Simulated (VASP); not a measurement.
**WSe2: single point with PBE**

The system is WSe2.

```
CELL_PARAMETERS angstrom
3.32099 0.00000 0.00000
-1.66049 2.87606 0.00000
0.00000 0.00000 15.04383
ATOMIC_POSITIONS crystal
W 0.66667 0.33333 0.75000
W 0.33333 0.66667 0.25000
Se 0.33333 0.66667 0.86154
Se 0.66667 0.33333 0.36154
Se 0.33333 0.66667 0.63846
Se 0.66667 0.33333 0.13846
```

- Program: VASP 6.6.1
- Task: single point
- Functional: PBE
- Potentials or basis: VASP PAW PBE potentials, release 64 (W_sv, Se)
- Cutoff: 520 eV
- k mesh: 12 × 12 × 2
- Occupations: gaussian, width 0.02 eV
- Spin: no spin polarisation
- Dipole correction: no
- Further INCAR settings: ALGO = Normal; EDIFF = 1e-06; NBANDS = 35

```
Pressure               : 0.3 GPa
Largest force          : 0.045 eV/Å
Band gap on the k mesh : 1.46 eV (least direct gap 1.52 eV)
```

Forces on the atoms (eV/Å):
```
W    0.000  0.000  0.000
W    0.000  0.000  0.000
Se   0.000  0.000  0.045
Se   0.000  0.000  0.045
Se   0.000  0.000 -0.045
Se   0.000  0.000 -0.045
```

Stress tensor (GPa, compression positive):
```
0.22 0.00 0.00
0.00 0.22 0.00
0.00 0.00 0.35
```

Levels at points of the mesh, in eV from the valence-band top:
```tsv
k point	band 22	band 23	band 24	band 25	band 26	band 27	band 28	band 29	band 30	band 31
(0.00, 0.00, 0.00)	-1.26	-1.26	-1.26	-0.57	-0.08	2.87	2.87	2.88	2.88	3.03
(0.50, 0.00, 0.00)	-2.14	-1.02	-1.00	-0.99	-0.96	2.32	2.32	2.63	2.74	3.42
(0.00, 0.00, 0.50)	-1.26	-1.26	-1.26	-0.26	-0.26	2.87	2.87	2.87	2.87	3.04
(0.50, 0.00, 0.50)	-2.15	-1.01	-1.01	-0.97	-0.97	2.32	2.32	2.69	2.69	3.62
```

It took 5.9 min on 1 thread of AMD EPYC 7R13 (shared host), peak memory 0.38 GiB.

Caveat: spin-orbit coupling is left out, which moves the levels of the heavy elements; this functional lacks dispersion, which binds layers or chains, so the pressure and a relaxed spacing across them are unreliable. A k mesh can miss the band edges.
